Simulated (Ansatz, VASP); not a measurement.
# One calculation of Se, two programs

```
Se
1.0
     4.36620    0.00000    0.00000
    -2.18310    3.78124    0.00000
     0.00000    0.00000    4.95360
Se
3
Direct
  0.77460 0.77460 0.00000
  0.00000 0.22540 0.66667
  0.22540 0.00000 0.33333
```

Alike in both runs: task single point; functional PBE; k mesh 7 × 7 × 6; occupations gaussian, width 0.028 eV; no spin polarisation.

```csv
,VASP,Ansatz
version,VASP 6.6.1,Ansatz 0.2.0
potentials or method,"VASP PAW PBE potentials, release 64 (Se)",Ansatz PAW
plane-wave cutoff (eV),520,420
valence electrons in the cell,18,48
```

VASP gave:

* gap on the k mesh at the Fermi level (eV): 1.21
* least direct gap on the mesh (eV): 1.47
* pressure (GPa): 2.9
* traceless stress, the component that is largest in VASP (GPa): 1.22
* rms of the force components (eV/Å): 0.251

Q: Estimate Ansatz's values.

A: gap on the k mesh at the Fermi level (eV): 1.21; least direct gap on the mesh (eV): 1.48; pressure (GPa): 2.8; traceless stress, the component that is largest in VASP (GPa): 1.18; rms of the force components (eV/Å): 0.232.

Atom by atom the forces differ by 0.019 eV/Å (rms over components). With one functional, cell and mesh, what is left measures potentials, basis and numerics. VASP's potentials hold 18 valence electrons a cell and Ansatz's 48, so a difference there can come from the potentials and not from the codes.

Noted on Ansatz's run: odd divisions of the mesh miss points on the zone boundary, where band edges often lie, so the gap on the mesh can be too wide.
